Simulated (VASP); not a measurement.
NaTi2 (C15 type):

```
Na Ti
1.0
     0.00000    4.05626    4.05626
     4.05626    0.00000    4.05626
     4.05626    4.05626    0.00000
Na Ti
2 4
Cartesian
  1.0141 1.0141 1.0141
  -1.0141 -1.0141 -1.0141
  4.0563 4.0563 4.0563
  2.0281 2.0281 4.0563
  2.0281 4.0563 2.0281
  4.0563 2.0281 2.0281
```

```yaml
Program: VASP 6.6.1
Task: relaxation of cell and atoms
Functional: PBE
Potentials_or_basis: VASP PAW PBE potentials, release 64 (Na_pv, Ti_sv)
Cutoff: 600 eV
k_mesh: 7 × 7 × 7
Occupations: fermi-dirac, width 0.05 eV
Spin: no spin polarisation
```

At the start: pressure -1.5 GPa; volume 22.25 Å³/atom.

**Question.** How do energy, volume and symmetry change on relaxing?

**Answer.** Over 3 steps the energy falls by 3.3 meV/atom and the volume is 21.54 Å³/atom (-3.2 %); space group Fd-3m (No. 227, to 0.1 Å) before and after.

The path:
```csv
step,energy change (eV),largest force (eV/Å),pressure (GPa),volume (Å³)
1,0.0000,0.0000,-1.48,133.48
2,-0.0199,0.0000,-0.11,129.55
3,-0.0200,0.0000,0.00,129.25
```

Final structure:
```xyz
6
Lattice="0.0000 4.0130 4.0130 4.0130 0.0000 4.0130 4.0130 4.0130 0.0000" Properties=species:S:1:pos:R:3 pbc="T T T"
Na    1.0032    1.0032    1.0032
Na    7.0227    7.0227    7.0227
Ti    4.0130    4.0130    4.0130
Ti    2.0065    2.0065    4.0130
Ti    2.0065    4.0130    2.0065
Ti    4.0130    2.0065    2.0065
```
